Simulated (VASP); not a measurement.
Input of a VASP 6.6.1 run:

Contents of INCAR:

```
SYSTEM = Te
ALGO = Normal
EDIFF = 1E-6
ENCUT = 520
GGA = PE
ISIF = 2
ISMEAR = 0
LASPH = .True.
LCHARG = .False.
LREAL = .False.
LWAVE = .False.
NBANDS = 23
NELM = 60
PREC = Accurate
SIGMA = 0.1
```

Contents of KPOINTS:

```
k-points
0
Gamma
  8 8 6
  0 0 0
```

Contents of POSCAR:

```
Te
1.0
    3.1509417145     -4.8109952469      0.0000000000
    3.1509417145      4.8109952469      0.0000000000
    0.0000000000      0.0000000000      6.3329125639
Te
5
Direct
    0.5000000000      0.0000000000      0.2633218513
    0.0000000000      0.5000000000      0.7366781487
    0.0000000000      0.5000000000      0.2633218513
    0.5000000000      0.0000000000      0.7366781487
    0.0000000000      0.0000000000      0.0000000000
```

Potentials or basis: VASP PAW PBE potentials, release 64 (Te).

The run is started by

```console
$ cat potpaw_PBE.64/Te/POTCAR > POTCAR
$ mpirun -np 1 vasp_std > vasp.out
```

**Question.** What does it give for the largest force?

**Answer.** 0.006 eV/Å.

**Question.** Predict the band gap on the k mesh.

**Answer.** Zero (band 15 reaches 5.13 eV, above the bottom of band 16 at 3.32 eV).

**Question.** What does it give for the pressure?

**Answer.** 0.0 GPa.

Forces in eV/Å, atoms in the order of the input:
```
Te   0.000  0.000 -0.006
Te   0.000  0.000  0.006
Te   0.000  0.000 -0.006
Te   0.000  0.000  0.006
Te   0.000  0.000  0.000
```

Caveat: spin-orbit coupling is left out, which moves the levels of the heavy elements.
